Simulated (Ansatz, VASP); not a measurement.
# BaS: VASP beside Ansatz

Contents of INCAR:

```
SYSTEM = BaS
PREC     = Accurate       ! precision mode
ENCUT    = 520            ! plane-wave cutoff, eV
EDIFF    = 1E-7           ! SCF threshold, eV
ISMEAR   = -1             ! smearing method
SIGMA    = 0.02           ! smearing width, eV
LREAL    = .FALSE.        ! projectors in reciprocal space
LASPH    = .TRUE.         ! aspherical terms in the spheres
NELM     = 80             ! most SCF steps
ALGO     = Normal         ! electronic algorithm
ISIF     = 2              ! what is computed and relaxed
LWAVE    = .FALSE.        ! write WAVECAR
LCHARG   = .TRUE.         ! write CHGCAR
GGA      = PE             ! functional
LELF     = .TRUE.         ! ELF
LVHAR    = .TRUE.       
NBANDS   = 24             ! bands
```

The input KPOINTS:

```
Automatic mesh
0
G
  6 6 4
  0 0 0
```

The input POSCAR:

```
BaS
1.0
    5.6966946634      0.0000000000      0.0000000000
   -2.8483473317      4.9334822961      0.0000000000
    0.0000000000      0.0000000000      6.7567479128
Ba S
2 2
Direct
    0.3333333333      0.6666666667     -0.0625000000
    0.6666666667      0.3333333333      0.4375000000
    0.3333333333      0.6666666667      0.4375000000
    0.6666666667      0.3333333333      0.9375000000
```

Input for Ansatz:

```yaml
crystal:
  lattice:
    - [5.6966946634, 0.0, 0.0]
    - [-2.8483473317, 4.9334822961, 0.0]
    - [0.0, 0.0, 6.7567479128]
  atoms:
    - { symbol: Ba, position: [0.3333333333, 0.6666666667, -0.0625] }
    - { symbol: Ba, position: [0.6666666667, 0.3333333333, 0.4375] }
    - { symbol: S, position: [0.3333333333, 0.6666666667, 0.4375] }
    - { symbol: S, position: [0.6666666667, 0.3333333333, 0.9375] }
kpoints:
  mp_grid: { grid: [6, 6, 4] }
  band_path:
    path:
      - [0.0, 0.0, 0.0]
      - [0.5, 0.0, 0.0]
      - [0.3333333333, 0.3333333333, 0.0]
      - [0.0, 0.0, 0.5]
      - [0.5, 0.0, 0.5]
      - [0.3333333333, 0.3333333333, 0.5]
    npoints: 1
hamiltonian:
  xc: pbe
scf:
  occupations: { method: fermi_dirac, width: 0.02 }
  n_extra_bands: 5
output:
  forces: true
  stress: true
  eigenvalues: true
```

Change from the starting cell: hydrostatic strain +5.8%.

Alike in both runs: task single point; functional PBE; k mesh 6 × 6 × 4; occupations fermi-dirac, width 0.02 eV; no spin polarisation.

|  | VASP | Ansatz |
| --- | --- | --- |
| version | VASP 6.6.1 | Ansatz 0.2.0 |
| potentials or method | VASP PAW PBE potentials, release 64 (Ba_sv, S) | plane waves, PAW |
| plane-wave cutoff (eV) | 520 | 420 |
| valence electrons in the cell | 32 | 32 |

|  | VASP | Ansatz | Ansatz less VASP |
| --- | --- | --- | --- |
| gap on the k mesh at the Fermi level (eV) | 2.43 | 2.47 | +0.040 |
| pressure (GPa) | -3.6 | -3.9 | -0.24 |
| traceless stress, the component that is largest in VASP (GPa) | -0.38 | -0.42 | -0.038 |

Neither program's run includes spin-orbit coupling.
